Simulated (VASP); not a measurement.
# Al3Cu2 (P3m1) in VASP: single point with r2SCAN

Aim: the single point of Al3Cu2 with r2SCAN.

Program: VASP 6.6.1. These are calculated values, not measurements. Logs are shortened: lines on timing, memory, paths and dates and some standing lists are left out, and cuts for length are marked.

## (1) The cell of the first run

Symmetry: P3m1, No. 156, trigonal system. The conventional cell has a = 4.092 Å, b = 4.092 Å, c = 4.993 Å, α = 90.00°, β = 90.00°, γ = 120.00°. Within 3.3 Å of Al (site symmetry 3m) lie 6 Cu at 2.49 to 2.94 Å and 6 Al at 2.49 to 2.94 Å. Al (site symmetry 3m) has 5 Al at 2.44 to 2.94 Å and 6 Cu at 2.54 to 2.80 Å within 3.2 Å. Within 3.2 Å of Al (site symmetry 3m) lie 5 Al at 2.44 to 2.55 Å and 6 Cu at 2.54 to 2.85 Å. Cu (site symmetry 3m) has 2 Cu at 2.44 to 2.55 Å and 9 Al at 2.54 to 2.94 Å within 3.2 Å. Cu (site symmetry 3m) has 2 Cu at 2.44 to 2.55 Å and 9 Al at 2.49 to 2.85 Å within 3.2 Å.

## (2) Single point, r2SCAN

The input, POSCAR:

```
Al3Cu2
1.0
    4.0919516368      0.0000000000      0.0000000000
   -2.0459758184      3.5437340685      0.0000000000
    0.0000000000      0.0000000000      4.9927787000
Al Cu
3 2
Direct
    0.0000000000      0.0000000000      0.0000000000
    0.3333333333      0.6666666667      0.3499253500
    0.3333333333      0.6666666667      0.8395121300
    0.6666666667      0.3333333333      0.6500746500
    0.6666666667      0.3333333333      0.1604878700
```

The input, INCAR.step1:

```
PREC     = Accurate       # precision mode
ENCUT    = 520            # plane-wave cutoff, eV
ISMEAR   = 0              # smearing method
SIGMA    = 0.1            # smearing width, eV
LREAL    = F              # projectors in reciprocal space
LASPH    = T              # aspherical terms in the spheres
NELM     = 80             # most SCF steps
NBANDS   = 24             # bands
GGA      = PE             # functional
ALGO     = Normal         # electronic algorithm
EDIFF    = 1E-4           # SCF threshold, eV
LWAVE    = T              # write WAVECAR
LCHARG   = F              # write CHGCAR
```

The input, INCAR.step2:

```
PREC     = Accurate       # precision mode
ENCUT    = 520            # plane-wave cutoff, eV
EDIFF    = 1E-6           # SCF threshold, eV
ISMEAR   = 0              # smearing method
SIGMA    = 0.1            # smearing width, eV
LREAL    = F              # projectors in reciprocal space
LASPH    = T              # aspherical terms in the spheres
NELM     = 80             # most SCF steps
ALGO     = Normal         # electronic algorithm
ISIF     = 2              # what is computed and relaxed
LWAVE    = F              # write WAVECAR
LCHARG   = F              # write CHGCAR
METAGGA  = R2SCAN         # meta-GGA
LMIXTAU  = T            
NBANDS   = 24             # bands
ISTART   = 1
```

The input, KPOINTS:

```
Automatic mesh
0
Gamma
  12 12 8
```

Potentials or basis: VASP PAW PBE potentials, release 64 (Al, Cu).

On the command line:

```
> cat potpaw_PBE.64/Al/POTCAR potpaw_PBE.64/Cu/POTCAR > POTCAR
> cp INCAR.step1 INCAR
> mpirun -np 1 vasp_std > vasp.out
> cp INCAR.step2 INCAR
> mpirun -np 1 vasp_std > vasp.out
```

OUTCAR:

```text
PREC = Accurate
   ENCUT = 520
   EDIFF = 1E-6
   ISMEAR = 0
   LREAL = F
   LASPH = T
   NELM = 80
   ISIF = 2
   METAGGA = R2SCAN
   ISTART = 1

 ion  position               nearest neighbor table
   1  0.000  0.000  0.000-   3 2.49   5 2.49   3 2.49   5 2.49   5 2.49   3 2.49   4 2.94   2 2.94
                             2 2.94   4 2.94   2 2.94   4 2.94
   2  0.333  0.667  0.350-   3 2.44   5 2.54   5 2.54   5 2.54   3 2.55   4 2.80   4 2.80   4 2.80
                             1 2.94   1 2.94   1 2.94
   3  0.333  0.667  0.840-   2 2.44   1 2.49   1 2.49   1 2.49   4 2.54   4 2.54   4 2.54   2 2.55
                             5 2.85   5 2.85   5 2.85
   4  0.667  0.333  0.650-   5 2.44   3 2.54   3 2.54   3 2.54   5 2.55   2 2.80   2 2.80   2 2.80
                             1 2.94   1 2.94   1 2.94
   5  0.667  0.333  0.160-   4 2.44   1 2.49   1 2.49   1 2.49   2 2.54   2 2.54   2 2.54   4 2.55
                             3 2.85   3 2.85   3 2.85

  LATTYP: Found a hexagonal cell.
 ALAT       =     4.0919516368
 C/A-ratio  =     1.2201460680

  Lattice vectors:

 A1 = (   4.0919516368,   0.0000000000,   0.0000000000)
 A2 = (  -2.0459758184,   3.5437340685,   0.0000000000)
 A3 = (   0.0000000000,   0.0000000000,   4.9927787000)

Analysis of symmetry for initial positions (statically):
=====================================================================
 Subroutine PRICEL returns:
 Original cell was already a primitive cell.

 Routine SETGRP: Setting up the symmetry group for a
 hexagonal supercell.

 Subroutine GETGRP returns: Found  6 space group operations
 (whereof  6 operations were pure point group operations)
 out of a pool of 24 trial point group operations.

The static configuration has the point symmetry C_3v.

Analysis of symmetry for dynamics (positions and initial velocities):
=====================================================================
 Subroutine PRICEL returns:
 Original cell was already a primitive cell.

 Routine SETGRP: Setting up the symmetry group for a
 hexagonal supercell.

 Subroutine GETGRP returns: Found  6 space group operations
 (whereof  6 operations were pure point group operations)
 out of a pool of 24 trial point group operations.

The dynamic configuration has the point symmetry C_3v.

 Subroutine INISYM returns: Found  6 space group operations
 (whereof  6 operations are pure point group operations),
 and found     1 'primitive' translations

----------------------------------------------------------------------------------------

                                     Primitive cell

  volume of cell :      72.3992

  direct lattice vectors                    reciprocal lattice vectors
     4.091951637  0.000000000  0.000000000     0.244382165  0.141094109  0.000000000
    -2.045975818  3.543734069  0.000000000     0.000000000  0.282188217  0.000000000
     0.000000000  0.000000000  4.992778700     0.000000000  0.000000000  0.200289270

  length of vectors
     4.091951637  4.091951637  4.992778700     0.282188217  0.282188217  0.200289270

  position of ions in fractional coordinates (direct lattice)
     0.000000000  0.000000000  0.000000000
     0.333333333  0.666666667  0.349925350
     0.333333333  0.666666667  0.839512130
     0.666666667  0.333333333  0.650074650
     0.666666667  0.333333333  0.160487870

  ion indices of the primitive-cell ions
   primitive index   ion index
                 1           1
                 2           2
                 3           3
                 4           4
                 5           5

----------------------------------------------------------------------------------------

 KPOINTS: Automatic mesh

Automatic generation of k-mesh.
 Grid dimensions read from file:
 generate k-points for:   12   12    8

 Generating k-lattice:

  Cartesian coordinates                     Fractional coordinates (reciprocal lattice)
     0.020365180  0.011757842  0.000000000     0.083333333  0.000000000  0.000000000
     0.000000000  0.023515685  0.000000000     0.000000000  0.083333333  0.000000000
     0.000000000  0.000000000  0.025036159     0.000000000  0.000000000  0.125000000

  Length of vectors
     0.023515685  0.023515685  0.025036159

  Shift w.r.t. Gamma in fractional coordinates (k-lattice)
     0.000000000  0.000000000  0.000000000

 Subroutine IBZKPT returns following result:
 ===========================================

 Found    131 irreducible k-points:

 Following reciprocal coordinates:
            Coordinates               Weight
  0.000000  0.000000  0.000000      1.000000
  0.083333  0.000000  0.000000      6.000000
  0.166667  0.000000  0.000000      6.000000
  0.250000  0.000000  0.000000      6.000000
  0.333333  0.000000  0.000000      6.000000
  0.416667  0.000000  0.000000      6.000000
[... 16 lines left out ...]
  0.166667  0.000000  0.125000      6.000000
  0.000000  0.166667  0.125000      6.000000
 [... further k-points ...]
   k-points           NKPTS =    131   k-points in BZ     NKDIM =    131   number of bands    NBANDS=     24
   number of dos      NEDOS =    301   number of ions     NIONS =      5
   total plane-waves  NPLWV =  36000
   dimension x,y,z NGX =    30 NGY =   30 NGZ =   40
   dimension x,y,z NGXF=    60 NGYF=   60 NGZF=   80
   ions per type =               3   2
   NGX,Y,Z   is equivalent  to a cutoff of  12.19, 12.19, 13.32 a.u.
   NGXF,Y,Z  is equivalent  to a cutoff of  24.38, 24.38, 26.64 a.u.
 SYSTEM =  unknown system
   PREC   = accura    normal or accurate (medium, high low for compatibility)
   ISTART =      1    job   : 0-new  1-cont  2-samecut
   ICHARG =      0    charge: 1-file 2-atom 10-const
   ISPIN  =      1    spin polarized calculation?
   LNONCOLLINEAR =      F non collinear calculations
   LSORBIT =      F    spin-orbit coupling
   LASPH  =      T    aspherical Exc in radial PAW
   ENCUT  =  520.0 eV  38.22 Ry    6.18 a.u.   7.61  7.61  9.28*2*pi/ulx,y,z
   NELM   =     80;   NELMIN=  2; NELMDL=  0     # of ELM steps
   EDIFF  = 0.1E-05   stopping-criterion for ELM
   LREAL  =      F    real-space projection
   EDIFFG = 0.1E-04   stopping-criterion for IOM
   NSW    =      0    number of steps for IOM
   IBRION =     -1    ionic relax: 0-MD 1-quasi-New 2-CG
   NFREE  =      0    steps in history (QN), initial steepest desc. (CG)
   ISIF   =      2    stress and relaxation
   ISYM   =      2    0-nonsym 1-usesym 2-fastsym
   POTIM  = 0.5000    time-step for ionic-motion
   TEBEG  =    0.0;   TEEND  =   0.0 temperature during run
   PSTRESS=    0.0 pullay stress
   NELECT =      31.0000    total number of electrons
   NUPDOWN=      -1.0000    fix difference up-down
   EMIN   =  10.00;   EMAX   =-10.00  energy-range for DOS
   EFERMI =   0.00;   METHOD = LEGACY
   ISMEAR =     0;   SIGMA  =   0.10  broadening in eV -4-tet -1-fermi 0-gaus
   EFERMI_NEDOS =   21; number of points for ismear=-14 and -15
   IALGO  =     38    algorithm
   IMIX   =      4    mixing-type and parameters
     AMIX     =   0.40;   BMIX     =  1.00
     AMIX_MAG =   1.60;   BMIX_MAG =  1.00
  volume/ion in A,a.u.               =      14.48        97.71
  Fermi-wavevector in a.u.,A,eV,Ry     =   1.233912  2.331755 20.715388  1.522538
  Thomas-Fermi vector in A             =   2.368623
   LORBIT       =      0    0 simple, 1 ext, 2 COOP (PROOUT), +10 PAW based schemes
   METAGGA = R2SCAN    functional components
   LHFCALC =     F    Hartree Fock is set to
   AEXX    =    0.0000 exact exchange contribution
   IVDW    =     0    specifies the selected vdW correction
   LEPSILON=     F    determine dielectric tensor
   LRPA    =     F    only Hartree local field effects (RPA)
 non-spin polarized calculation
 Gauss-broadening in eV      SIGMA  =   0.10
  energy-cutoff  :      520.00
  volume of cell :       72.40
 maximum number of plane-waves:      2010
   NGX = 15   NGY = 15   NGZ = 19

 number of electron      30.9999999 magnetization

 Free energy of the ion-electron system (eV)
  ---------------------------------------------------
  ext. energy  EPLUGINS =         0.00000000
  ---------------------------------------------------
  free energy    TOTEN  =       -41.43586613 eV

  energy without entropy =      -41.42824776  energy(sigma->0) =      -41.43205695

 E-fermi :   8.2093     XC(G=0): -11.7275

 val. band max:        8.1989520959   @ k =  -0.0833   0.3333   0.3750
 cond. band min:       8.2094966527   @ k =   0.2500   0.2500   0.0000
 fundamental gap:      0.0105445569
 Fermi energy:         8.2093019295

 k-point     1 :       0.0000    0.0000    0.0000
  band No.  band energies     occupation
      1      -3.7914      2.00000
      2       1.8489      2.00000
      3       2.9333      2.00000
      4       2.9334      2.00000
      5       2.9640      2.00000
      6       3.1754      2.00000
[... 16 lines left out ...]
     23      14.0428      0.00000
     24      14.0429      0.00000

 k-point     2 :       0.0833    0.0000    0.0000
  band No.  band energies     occupation
      1      -3.7056      2.00000
      2       1.9193      2.00000
      3       2.7578      2.00000
      4       2.9524      2.00000
      5       2.9840      2.00000
      6       3.1445      2.00000
[... 16 lines left out ...]
     23      13.8873      0.00000
     24      14.3325      0.00000

 k-point     3 :       0.1667    0.0000    0.0000
  band No.  band energies     occupation
      1      -3.4497      2.00000
      2       2.1223      2.00000
      3       2.4902      2.00000
      4       2.8539      2.00000
      5       3.0021      2.00000
      6       3.1427      2.00000
[... 16 lines left out ...]
     23      14.0506      0.00000
     24      14.7043      0.00000
[... 514 lines left out ...]
 k-point    23 :       0.1667    0.0000    0.1250
  band No.  band energies     occupation
      1      -3.3704      2.00000
      2       1.4081      2.00000
      3       2.6241      2.00000
      4       2.9907      2.00000
      5       3.0205      2.00000
      6       3.2839      2.00000
[... 16 lines left out ...]
     23      14.2919      0.00000
     24      14.8820      0.00000

 k-point    24 :       0.0000    0.1667    0.1250
  band No.  band energies     occupation
      1      -3.3704      2.00000
      2       1.4088      2.00000
      3       2.6114      2.00000
      4       3.0193      2.00000
      5       3.0449      2.00000
      6       3.2191      2.00000
[... 16 lines left out ...]
     23      14.5995      0.00000
     24      14.7897      0.00000

 [... further k-points ...]

------------------------ aborting loop because EDIFF is reached ----------------------------------------

  FORCE on cell =-STRESS in cart. coord.  units (eV):
  Direction    XX          YY          ZZ          XY          YZ          ZX
  --------------------------------------------------------------------------------------
  -------------------------------------------------------------------------------------
  Total        1.7326137      1.7326137      4.1988695      0.0000000     -0.0000000      0.0000000
  in kB       38.3423199     38.3423199     92.9199623      0.0000000     -0.0000000      0.0000000
  external PRESSURE =      56.5348674 kB  Pullay stress =       0.0000000 kB

 VOLUME and BASIS-vectors are now :
 -----------------------------------------------------------------------------
  energy-cutoff  :      520.00
  volume of cell :       72.40
      direct lattice vectors                 reciprocal lattice vectors
     4.091951637  0.000000000  0.000000000     0.244382165  0.141094109  0.000000000
    -2.045975818  3.543734069  0.000000000     0.000000000  0.282188217  0.000000000
     0.000000000  0.000000000  4.992778700     0.000000000  0.000000000  0.200289270

 POSITION                                       TOTAL-FORCE (eV/Angst)
 -----------------------------------------------------------------------------------
      0.00000      0.00000      0.00000         0.000000      0.000000      0.633780
     -0.00000      2.36249      1.74710        -0.000000      0.000000      0.253162
     -0.00000      2.36249      4.19150        -0.000000      0.000000     -0.442911
      2.04598      1.18124      3.24568        -0.000000     -0.000000     -0.047721
      2.04598      1.18124      0.80128         0.000000      0.000000     -0.396310
 -----------------------------------------------------------------------------------
    total drift:                               -0.000017      0.000010      0.000469

  FREE ENERGIE OF THE ION-ELECTRON SYSTEM (eV)
  ---------------------------------------------------
  free  energy   TOTEN  =       -41.4358661313 eV

  energy  without entropy=      -41.4282477638  energy(sigma->0) =      -41.43205695
```

It took 11 min on 1 thread of Intel Xeon Platinum 8488C (Sapphire Rapids), shared host; peak memory 0.33 GiB.

Results:

* Free energy: -41.4359 eV
* Pressure: 5.7 GPa
* Largest force: 0.634 eV/Å
* Band gap on the k mesh: zero (an odd number of electrons rules out a gap without spin polarisation)

Forces on the atoms (eV/Å):
```
Al   0.000  0.000  0.634
Al   0.000  0.000  0.253
Al   0.000  0.000 -0.443
Cu   0.000  0.000 -0.048
Cu   0.000  0.000 -0.396
```

Levels at points of the mesh, in eV from the Fermi level:
| k point | band 12 | band 13 | band 14 | band 15 | band 16 | band 17 | band 18 | band 19 |
| --- | --- | --- | --- | --- | --- | --- | --- | --- |
| (0.00, 0.00, 0.00) | -3.43 | -2.08 | -0.21 | -0.21 | 0.64 | 0.64 | 1.56 | 4.50 |
| (0.50, 0.00, 0.00) | -3.47 | -3.22 | -3.04 | -2.17 | -0.56 | -0.39 | 0.64 | 2.90 |
| (0.00, 0.00, 0.50) | -4.02 | 0.68 | 0.68 | 1.16 | 1.37 | 1.37 | 1.90 | 2.44 |
| (0.50, 0.00, 0.50) | -3.76 | -3.63 | -3.51 | -1.85 | -0.07 | 0.12 | 1.63 | 4.73 |

Caveat: the cell stands under pressure; the PAW data sets were made with another functional, which shifts forces and pressure a little.
